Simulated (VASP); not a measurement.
# WC: single point with PBEsol+D3(BJ)

Crystal: WC.

```
W C
1.0
     2.90650    0.00000    0.00000
    -1.45325    2.51710    0.00000
     0.00000    0.00000    2.83660
W C
1 1
Direct
  0.00000 0.00000 0.00000
  0.66667 0.33333 0.50000
```

| Item | Value |
| --- | --- |
| Program | VASP 6.6.1 |
| Task | single point |
| Functional | PBEsol |
| Dispersion | D3(BJ) |
| Potentials or basis | VASP PAW PBE potentials, release 64 (W_sv, C) |
| Cutoff | 600 eV |
| k mesh | 10 × 10 × 9 |
| Occupations | methfessel-paxton, width 0.1 eV |
| Spin | non-collinear spin, zero start, spin-orbit coupling |
| Starting moments | [[0.0, 0.0, 0.0], [0.0, 0.0, 0.0]] μB |
| Dipole correction | no |
| Further INCAR settings | ALGO = Normal; EDIFF = 1e-06; NBANDS = 30 |

The pressure is -8.7 GPa. The net moment is 0.00 μB per cell. The valence electrons inside the program's atomic spheres are W 12.21; C 2.41. The dispersion energy per atom is -0.449 eV.

Stress tensor (GPa, compression positive):
```
-8.24  0.00  0.00
 0.00 -8.24  0.00
 0.00  0.00 -9.51
```

Moments on the atoms (μB; x, y, z):
```
W   0.00 0.00 0.00
C   0.00 0.00 0.00
```

It took 58 s on 1 thread of Intel(R) Xeon(R) 6975P-C (Granite Rapids), on a shared host, peak memory 0.28 GiB.

Caveat: the cell stands under tension; the PAW data sets were made with another functional, which shifts forces and pressure a little.
